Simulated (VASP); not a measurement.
Tl4BrCl3, 16 atoms in the cell. The typed cell holds 16 atoms: a = 6.963 Å, b = 6.963 Å, c = 11.357 Å, α = 90.00°, β = 90.00°, γ = 109.44°.  This cell differs from its parent crystal: dynamics (nvt langevin) at 1800 K, volume x 1.06, from the last frame before.

| Item | Value |
| --- | --- |
| Program | VASP 6.6.1 |
| Task | single point |
| Functional | PBEsol |
| Potentials or basis | VASP PAW PBE potentials, release 64 (Tl_d, Br, Cl) |
| Cutoff | 520 eV |
| k mesh | 2 × 2 × 1, shifted |
| Occupations | fermi-dirac, width 0.1551 eV |
| Spin | no spin polarisation |
| Dipole correction | no |
| Further INCAR settings | LREAL = Auto; ALGO = Normal; EDIFF = 1e-07; NBANDS = 94 |

Potentials or basis: VASP PAW PBE potentials, release 64 (Tl_d, Br, Cl).

The run is started by

```console
$ cat potpaw_PBE.64/Tl_d/POTCAR potpaw_PBE.64/Br/POTCAR potpaw_PBE.64/Cl/POTCAR > POTCAR
$ mpirun -np 1 vasp_std > vasp.out
```

Hardware: 1 thread of Intel(R) Xeon(R) Platinum 8488C (Sapphire Rapids) (shared host).

Task: How long does it take, and how much memory?

Result: Run time: 2.7 min on 1 thread of Intel(R) Xeon(R) Platinum 8488C (Sapphire Rapids), with other jobs on the host, peak memory 0.53 GiB. Counts: scf iterations 17, k points 2.
